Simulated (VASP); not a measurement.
# MgO (Fm-3m) in VASP: notebook

The runs below take MgO through relaxation of cell and atoms, single point, with PBEsol, LDA.

All numbers are computed with VASP 6.6.1; they aren't measurements. Logs are shortened: lines on timing, memory, paths and dates and some standing lists are left out, and cuts for length are marked.

**1. The cell of the first run**

It takes space group Fm-3m (No. 225, cubic). Conventional cell: a = 4.209 Å, b = 4.209 Å, c = 4.209 Å, α = 90.00°, β = 90.00°, γ = 90.00°. Within 2.8 Å of Mg (site symmetry m-3m) lie 6 O at 2.10 Å. O (site symmetry m-3m) has 6 Mg at 2.10 Å within 2.8 Å.

**2. Relaxation of cell and atoms, PBEsol, target pressure 0.61 GPa, at which the enthalpy is minimised**

INCAR reads:

```
SYSTEM = MgO
PREC = Accurate ; ENCUT = 600
EDIFF = 1E-7 ; ISMEAR = 0
SIGMA = 0.01 ; LREAL = .FALSE.
LASPH = .TRUE. ; NELM = 120
ALGO = Normal ; ISIF = 3
LWAVE = .FALSE. ; LCHARG = .FALSE.
GGA = PS ; IBRION = 2
NSW = 80 ; EDIFFG = -0.002
PSTRESS = 6.1 ; GGA_COMPAT = .FALSE.
NELMIN = 4
```

KPOINTS reads:

```
regular mesh
0
G
  10 10 10
  0 0 0
```

POSCAR reads:

```
MgO
1.0
    0.0000000000      2.1045191082      2.1045191082
    2.1045191082      0.0000000000      2.1045191082
    2.1045191082      2.1045191082      0.0000000000
Mg O
1 1
Direct
    0.0000000000      0.0000000000      0.0000000000
    0.5000000000      0.5000000000      0.5000000000
```

Potentials or basis: VASP PAW PBE potentials, release 64 (Mg, O).

Started as:

```sh
cat potpaw_PBE.64/Mg/POTCAR potpaw_PBE.64/O/POTCAR > POTCAR
mpirun -np 1 vasp_std > vasp.out
```

OUTCAR:

```text
SYSTEM = MgO
   PREC = Accurate
   ENCUT = 600
   EDIFF = 1E-7
   ISMEAR = 0
   LREAL = .FALSE.
   LASPH = .TRUE.
   NELM = 120
   ISIF = 3
   GGA = PS
   IBRION = 2
   NSW = 80
   EDIFFG = -0.002
   PSTRESS = 6.1
   NELMIN = 4

 ion  position               nearest neighbor table
   1  0.000  0.000  0.000-   2 2.10   2 2.10   2 2.10   2 2.10   2 2.10   2 2.10
   2  0.500  0.500  0.500-   1 2.10   1 2.10   1 2.10   1 2.10   1 2.10   1 2.10

  LATTYP: Found a face centered cubic cell.
 ALAT       =     4.2090382164

  Lattice vectors:

 A1 = (   0.0000000000,   2.1045191082,   2.1045191082)
 A2 = (   2.1045191082,   0.0000000000,   2.1045191082)
 A3 = (   2.1045191082,   2.1045191082,   0.0000000000)

Analysis of symmetry for initial positions (statically):
=====================================================================
 Subroutine PRICEL returns:
 Original cell was already a primitive cell.

 Routine SETGRP: Setting up the symmetry group for a
 face centered cubic supercell.

 Subroutine GETGRP returns: Found 48 space group operations
 (whereof 48 operations were pure point group operations)
 out of a pool of 48 trial point group operations.

The static configuration has the point symmetry O_h .

Analysis of symmetry for dynamics (positions and initial velocities):
=====================================================================
 Subroutine PRICEL returns:
 Original cell was already a primitive cell.

 Routine SETGRP: Setting up the symmetry group for a
 face centered cubic supercell.

 Subroutine GETGRP returns: Found 48 space group operations
 (whereof 48 operations were pure point group operations)
 out of a pool of 48 trial point group operations.

The dynamic configuration has the point symmetry O_h .

 Subroutine INISYM returns: Found 48 space group operations
 (whereof 48 operations are pure point group operations),
 and found     1 'primitive' translations

----------------------------------------------------------------------------------------

                                     Primitive cell

  volume of cell :      18.6418

  direct lattice vectors                    reciprocal lattice vectors
     0.000000000  2.104519108  2.104519108    -0.237583968  0.237583968  0.237583968
     2.104519108  0.000000000  2.104519108     0.237583968 -0.237583968  0.237583968
     2.104519108  2.104519108  0.000000000     0.237583968  0.237583968 -0.237583968

  length of vectors
     2.976239465  2.976239465  2.976239465     0.411507503  0.411507503  0.411507503

  position of ions in fractional coordinates (direct lattice)
     0.000000000  0.000000000  0.000000000
     0.500000000  0.500000000  0.500000000

  ion indices of the primitive-cell ions
   primitive index   ion index
                 1           1
                 2           2

----------------------------------------------------------------------------------------

 KPOINTS: regular mesh

Automatic generation of k-mesh.
 Grid dimensions read from file:
 generate k-points for:   10   10   10

 Generating k-lattice:

  Cartesian coordinates                     Fractional coordinates (reciprocal lattice)
    -0.023758397  0.023758397  0.023758397     0.100000000  0.000000000  0.000000000
     0.023758397 -0.023758397  0.023758397     0.000000000  0.100000000  0.000000000
     0.023758397  0.023758397 -0.023758397     0.000000000  0.000000000  0.100000000

  Length of vectors
     0.041150750  0.041150750  0.041150750

  Shift w.r.t. Gamma in fractional coordinates (k-lattice)
     0.000000000  0.000000000  0.000000000

 Subroutine IBZKPT returns following result:
 ===========================================

 Found     47 irreducible k-points:

 Following reciprocal coordinates:
            Coordinates               Weight
  0.000000  0.000000  0.000000      1.000000
  0.100000  0.000000  0.000000      8.000000
  0.200000  0.000000  0.000000      8.000000
  0.300000  0.000000  0.000000      8.000000
  0.400000  0.000000  0.000000      8.000000
  0.500000  0.000000  0.000000      4.000000
[... 16 lines left out ...]
  0.300000  0.300000  0.000000      6.000000
  0.400000  0.300000  0.000000     24.000000
 [... further k-points ...]
   k-points           NKPTS =     47   k-points in BZ     NKDIM =     47   number of bands    NBANDS=      8
   number of dos      NEDOS =    301   number of ions     NIONS =      2
   total plane-waves  NPLWV =  13824
   dimension x,y,z NGX =    24 NGY =   24 NGZ =   24
   dimension x,y,z NGXF=    48 NGYF=   48 NGZF=   48
   ions per type =               1   1
   NGX,Y,Z   is equivalent  to a cutoff of  13.41, 13.41, 13.41 a.u.
   NGXF,Y,Z  is equivalent  to a cutoff of  26.81, 26.81, 26.81 a.u.
 SYSTEM =  MgO
   PREC   = accura    normal or accurate (medium, high low for compatibility)
   ISTART =      0    job   : 0-new  1-cont  2-samecut
   ICHARG =      2    charge: 1-file 2-atom 10-const
   ISPIN  =      1    spin polarized calculation?
   LNONCOLLINEAR =      F non collinear calculations
   LSORBIT =      F    spin-orbit coupling
   LASPH  =      T    aspherical Exc in radial PAW
   ENCUT  =  600.0 eV  44.10 Ry    6.64 a.u.   5.94  5.94  5.94*2*pi/ulx,y,z
   NELM   =    120;   NELMIN=  4; NELMDL= -5     # of ELM steps
   EDIFF  = 0.1E-06   stopping-criterion for ELM
   LREAL  =      F    real-space projection
   EDIFFG = -.2E-02   stopping-criterion for IOM
   NSW    =     80    number of steps for IOM
   IBRION =      2    ionic relax: 0-MD 1-quasi-New 2-CG
   NFREE  =      1    steps in history (QN), initial steepest desc. (CG)
   ISIF   =      3    stress and relaxation
   ISYM   =      2    0-nonsym 1-usesym 2-fastsym
   POTIM  = 0.5000    time-step for ionic-motion
   TEBEG  =    0.0;   TEEND  =   0.0 temperature during run
   PSTRESS=    6.1 pullay stress
   NELECT =       8.0000    total number of electrons
   NUPDOWN=      -1.0000    fix difference up-down
   EMIN   =  10.00;   EMAX   =-10.00  energy-range for DOS
   EFERMI =   0.00;   METHOD = LEGACY
   ISMEAR =     0;   SIGMA  =   0.01  broadening in eV -4-tet -1-fermi 0-gaus
   EFERMI_NEDOS =   21; number of points for ismear=-14 and -15
   IALGO  =     38    algorithm
   IMIX   =      4    mixing-type and parameters
     AMIX     =   0.40;   BMIX     =  1.00
     AMIX_MAG =   1.60;   BMIX_MAG =  1.00
  volume/ion in A,a.u.               =       9.32        62.90
  Fermi-wavevector in a.u.,A,eV,Ry     =   1.234834  2.333498 20.746372  1.524815
  Thomas-Fermi vector in A             =   2.369508
   LORBIT       =      0    0 simple, 1 ext, 2 COOP (PROOUT), +10 PAW based schemes
   GGA     = PS    functional components
   LHFCALC =     F    Hartree Fock is set to
   AEXX    =    0.0000 exact exchange contribution
   IVDW    =     0    specifies the selected vdW correction
   LEPSILON=     F    determine dielectric tensor
   LRPA    =     F    only Hartree local field effects (RPA)
 conjugate gradient relaxation of ions
 non-spin polarized calculation
 Gauss-broadening in eV      SIGMA  =   0.01
  energy-cutoff  :      600.00
  volume of cell :       18.64
 maximum number of plane-waves:       636
   NGX = 11   NGY = 11   NGZ = 11

--------------------------------------- Ionic step        1  -------------------------------------------

 number of electron       8.0000005 magnetization

 Free energy of the ion-electron system (eV)
  ---------------------------------------------------
  ext. energy  EPLUGINS =         0.00000000
  ---------------------------------------------------
  free energy    TOTEN  =       -12.51542091 eV

  energy without entropy =      -12.51542091  energy(sigma->0) =      -12.51542091

------------------------ aborting loop because EDIFF is reached ----------------------------------------

  FORCE on cell =-STRESS in cart. coord.  units (eV):
  Direction    XX          YY          ZZ          XY          YZ          ZX
  --------------------------------------------------------------------------------------
  -------------------------------------------------------------------------------------
  Total       -0.0154181     -0.0154181     -0.0154181      0.0000000      0.0000000     -0.0000000
  in kB       -1.3251152     -1.3251152     -1.3251152      0.0000000      0.0000000     -0.0000000
  external PRESSURE =      -7.4251152 kB  Pullay stress =       6.1000000 kB
[... 61 lines left out ...]
  enthalpy is  TOTEN    =       -12.4446193151 eV   P V=        0.0705326046

--------------------------------------- Ionic step        3  -------------------------------------------

 number of electron       8.0000004 magnetization

 Free energy of the ion-electron system (eV)
  ---------------------------------------------------
  ext. energy  EPLUGINS =         0.00000000
  ---------------------------------------------------
  free energy    TOTEN  =       -12.51529424 eV

  energy without entropy =      -12.51529424  energy(sigma->0) =      -12.51529424

 E-fermi :   3.2056     XC(G=0): -11.3427

 val. band max:        3.1162526190   @ k =   0.0000   0.0000   0.0000
 cond. band min:       7.8175745943   @ k =   0.0000   0.0000   0.0000
 fundamental gap:      4.7013219753
 Fermi energy:         3.2056017212

 k-point     1 :       0.0000    0.0000    0.0000
  band No.  band energies     occupation
      1     -14.1239      2.00000
      2       3.1163      2.00000
      3       3.1163      2.00000
      4       3.1163      2.00000
      5       7.8176      0.00000
      6      18.7881      0.00000
      7      18.7881      0.00000
      8      18.7881      0.00000
[... 243 lines left out ...]
 k-point    24 :       0.4000    0.3000    0.0000
  band No.  band energies     occupation
      1     -12.8427      2.00000
      2      -0.5330      2.00000
      3       1.7832      2.00000
      4       2.0087      2.00000
      5      12.6434      0.00000
      6      13.1512      0.00000
      7      16.6684      0.00000
      8      21.2498      0.00000

 [... further k-points ...]

------------------------ aborting loop because EDIFF is reached ----------------------------------------

  FORCE on cell =-STRESS in cart. coord.  units (eV):
  Direction    XX          YY          ZZ          XY          YZ          ZX
  --------------------------------------------------------------------------------------
  -------------------------------------------------------------------------------------
  Total        0.0709760      0.0709760      0.0709760     -0.0000000     -0.0000000      0.0000000
  in kB        6.1282218      6.1282218      6.1282218     -0.0000000     -0.0000000      0.0000000
  external PRESSURE =       0.0282218 kB  Pullay stress =       6.1000000 kB
[... 17 lines left out ...]
  FREE ENERGIE OF THE ION-ELECTRON SYSTEM (eV)
  ---------------------------------------------------
  free  energy   TOTEN  =       -12.5152942372 eV

  energy  without entropy=      -12.5152942372  energy(sigma->0) =      -12.51529424

  enthalpy is  TOTEN    =       -12.4446451076 eV   P V=        0.0706491296

 reached required accuracy - stopping structural energy minimisation
```

Run time: 12 s. Hardware: 1 thread of Intel Xeon Platinum 8259CL at 2.50GHz (Skylake/Cascade Lake), shared host; peak memory 0.15 GiB.

Results:

```yaml
Free_energy: -12.5153 eV
Relaxed_volume: 9.28 Å³/atom
Relaxed_cell: a = 2.972 Å, b = 2.972 Å, c = 2.972 Å, α = 60.00°, β = 60.00°, γ = 60.00°
Space_group_after_relaxing_to_0.1_Å: Fm-3m (No. 225)
Energy_change_on_relaxing_the_run_minimises_the_enthalpy: +0.1 meV/atom
Ionic_steps: 3
Pressure_after_relaxing: 0.6 GPa
Band_gap_on_the_k_mesh: 4.70 eV
```

The path:
```csv
step,energy change (eV),largest force (eV/Å),pressure (GPa),volume (Å³)
1,0.0000,0.0000,-0.13,18.64
2,0.0003,0.0000,0.88,18.53
3,0.0001,0.0000,0.61,18.56
```

Final structure:
```
CELL_PARAMETERS angstrom
0.00000 2.10129 2.10129
2.10129 0.00000 2.10129
2.10129 2.10129 0.00000
ATOMIC_POSITIONS crystal
Mg 0.00000 0.00000 0.00000
O 0.50000 0.50000 0.50000
```

Caveat: the cell is relaxed towards a set pressure, so the run minimises the enthalpy, not the energy; the PAW data sets were made with another functional, which shifts forces and pressure a little.

**3. Single point, LDA**

This run uses another cell than the first one, of 9.36 Å³/atom.

INCAR reads:

```
SYSTEM = MgO
PREC     = Accurate       ! precision mode
ENCUT    = 750            ! plane-wave cutoff, eV
EDIFF    = 1E-6           ! SCF threshold, eV
ISMEAR   = 0              ! smearing method
SIGMA    = 0.02           ! smearing width, eV
LREAL    = .False.        ! projectors in reciprocal space
LASPH    = .True.         ! aspherical terms in the spheres
NELM     = 120            ! most SCF steps
ALGO     = Normal         ! electronic algorithm
ISIF     = 2              ! what is computed and relaxed
LWAVE    = .False.        ! write WAVECAR
LCHARG   = .False.        ! write CHGCAR
GGA      = CA             ! functional
NBANDS   = 15             ! bands
GGA_COMPAT= .False.
```

KPOINTS reads:

```
Automatic mesh
0
Gamma
  10 10 10
  0 0 0
```

POSCAR reads:

```
MgO
1.0
    0.0000000000      2.1071294990      2.1071294990
    2.1071294990      0.0000000000      2.1071294990
    2.1071294990      2.1071294990      0.0000000000
Mg O
1 1
Direct
    0.0000000000      0.0000000000      0.0000000000
    0.5000000000      0.5000000000      0.5000000000
```

Potentials or basis: VASP PAW LDA potentials, release 64 (Mg_sv, O).

Started as:

```sh
cat potpaw_LDA.64/Mg_sv/POTCAR potpaw_LDA.64/O/POTCAR > POTCAR
mpirun -np 1 vasp_std > vasp.out
```

OUTCAR:

```text
SYSTEM = MgO
   PREC = Accurate
   ENCUT = 750
   EDIFF = 1E-6
   ISMEAR = 0
   LREAL = .False.
   LASPH = .True.
   NELM = 120
   ISIF = 2
   GGA = CA

 ion  position               nearest neighbor table
   1  0.000  0.000  0.000-   2 2.11   2 2.11   2 2.11   2 2.11   2 2.11   2 2.11
   2  0.500  0.500  0.500-   1 2.11   1 2.11   1 2.11   1 2.11   1 2.11   1 2.11

  LATTYP: Found a face centered cubic cell.
 ALAT       =     4.2142589980

  Lattice vectors:

 A1 = (   0.0000000000,   2.1071294990,   2.1071294990)
 A2 = (   2.1071294990,   0.0000000000,   2.1071294990)
 A3 = (   2.1071294990,   2.1071294990,   0.0000000000)

Analysis of symmetry for initial positions (statically):
=====================================================================
 Subroutine PRICEL returns:
 Original cell was already a primitive cell.

 Routine SETGRP: Setting up the symmetry group for a
 face centered cubic supercell.

 Subroutine GETGRP returns: Found 48 space group operations
 (whereof 48 operations were pure point group operations)
 out of a pool of 48 trial point group operations.

The static configuration has the point symmetry O_h .

Analysis of symmetry for dynamics (positions and initial velocities):
[... 179 lines left out ...]
     12      18.0907      0.00000
     13      22.1133      0.00000
     14      23.7469      0.00000
[... 401 lines left out ...]
      2     -36.2997      2.00000
      3     -36.2617      2.00000
      4     -36.2591      2.00000
      5     -13.1088      2.00000
      6      -1.0371      2.00000
      7       1.2497      2.00000
      8       1.4729      2.00000
      9      11.9620      0.00000
     10      12.5330      0.00000
     11      15.8964      0.00000
     12      20.4205      0.00000
     13      20.6306      0.00000
     14      27.1157      0.00000
     15      29.2412      0.00000

 [... further k-points ...]

------------------------ aborting loop because EDIFF is reached ----------------------------------------

  FORCE on cell =-STRESS in cart. coord.  units (eV):
  Direction    XX          YY          ZZ          XY          YZ          ZX
  --------------------------------------------------------------------------------------
  -------------------------------------------------------------------------------------
  Total       -0.7388805     -0.7388805     -0.7388805      0.0000000     -0.0000000      0.0000000
  in kB      -63.2675658    -63.2675658    -63.2675658      0.0000000     -0.0000000      0.0000000
  external PRESSURE =     -63.2675658 kB  Pullay stress =       0.0000000 kB

 VOLUME and BASIS-vectors are now :
 -----------------------------------------------------------------------------
  energy-cutoff  :      750.00
  volume of cell :       18.71
      direct lattice vectors                 reciprocal lattice vectors
     0.000000000  2.107129499  2.107129499    -0.237289640  0.237289640  0.237289640
     2.107129499  0.000000000  2.107129499     0.237289640 -0.237289640  0.237289640
     2.107129499  2.107129499  0.000000000     0.237289640  0.237289640 -0.237289640

 POSITION                                       TOTAL-FORCE (eV/Angst)
 -----------------------------------------------------------------------------------
      0.00000      0.00000      0.00000        -0.000000     -0.000000      0.000000
      2.10713      2.10713      2.10713         0.000000      0.000000     -0.000000
 -----------------------------------------------------------------------------------
    total drift:                                0.000000      0.000000      0.000000

  FREE ENERGIE OF THE ION-ELECTRON SYSTEM (eV)
  ---------------------------------------------------
  free  energy   TOTEN  =       -13.2255760182 eV

  energy  without entropy=      -13.2255760182  energy(sigma->0) =      -13.22557602
```

OSZICAR:

```text
N       E                     dE             d eps       ncg     rms          rms(c)
DAV:   1     0.152748042607E+03    0.15275E+03   -0.12746E+04  1410   0.165E+03
DAV:   2    -0.943272678121E+01   -0.16218E+03   -0.15372E+03  1655   0.419E+02
DAV:   3    -0.147624764750E+02   -0.53297E+01   -0.53047E+01  1811   0.755E+01
DAV:   4    -0.148346273892E+02   -0.72151E-01   -0.72147E-01  1585   0.881E+00
DAV:   5    -0.148356426866E+02   -0.10153E-02   -0.10153E-02  1781   0.909E-01    0.846E+00
DAV:   6    -0.132920998668E+02    0.15435E+01   -0.24513E+00  1515   0.149E+01    0.281E+00
DAV:   7    -0.132546514750E+02    0.37448E-01   -0.12973E-01  1634   0.321E+00    0.168E+00
DAV:   8    -0.132266938066E+02    0.27958E-01   -0.45243E-02  1739   0.208E+00    0.338E-01
DAV:   9    -0.132255419088E+02    0.11519E-02   -0.35170E-03  1592   0.517E-01    0.779E-02
DAV:  10    -0.132255857953E+02   -0.43887E-04   -0.15062E-04  1774   0.155E-01    0.394E-02
DAV:  11    -0.132255761092E+02    0.96861E-05   -0.15702E-05  1634   0.455E-02    0.378E-03
DAV:  12    -0.132255760182E+02    0.91001E-07   -0.30084E-07  1118   0.822E-03
   1 F= -.13225576E+02 E0= -.13225576E+02  d E =-.612310-166
```

stdout:

```text
POSCAR found type information on POSCAR MgO
 POSCAR found :  2 types and       2 ions
 scaLAPACK will be used
 LDA part: xc-table for (Slater(with rela. corr.)+CA(PZ))
 , standard interpolation
 POSCAR, INCAR and KPOINTS ok, starting setup
 FFT: planning ... GRIDC
 FFT: planning ... GRID_SOFT
 FFT: planning ... GRID
 WAVECAR not read
 entering main loop
```

Run time: 9.3 s. Hardware: 1 thread of Intel Xeon 6975P-C (Granite Rapids), shared host; peak memory 0.14 GiB.

Results:

* Free energy: -13.2256 eV
* Pressure: -6.3 GPa
* Band gap on the k mesh: 4.66 eV

Levels at points of the mesh, in eV from the valence-band top:
```csv
k point,band 5,band 6,band 7,band 8,band 9,band 10,band 11,band 12
"(0.00, 0.00, 0.00)",-16.98,0.00,0.00,0.00,4.66,15.52,15.52,15.52
"(0.50, 0.00, 0.00)",-15.60,-4.68,-0.67,-0.67,7.73,12.40,16.00,16.00
"(0.50, 0.50, 0.00)",-15.37,-4.11,-1.36,-1.36,8.89,9.72,12.88,18.62
```

Caveat: the cell stands under tension. Expect the measured gap to be larger: semilocal functionals such as LDA lack the derivative discontinuity.
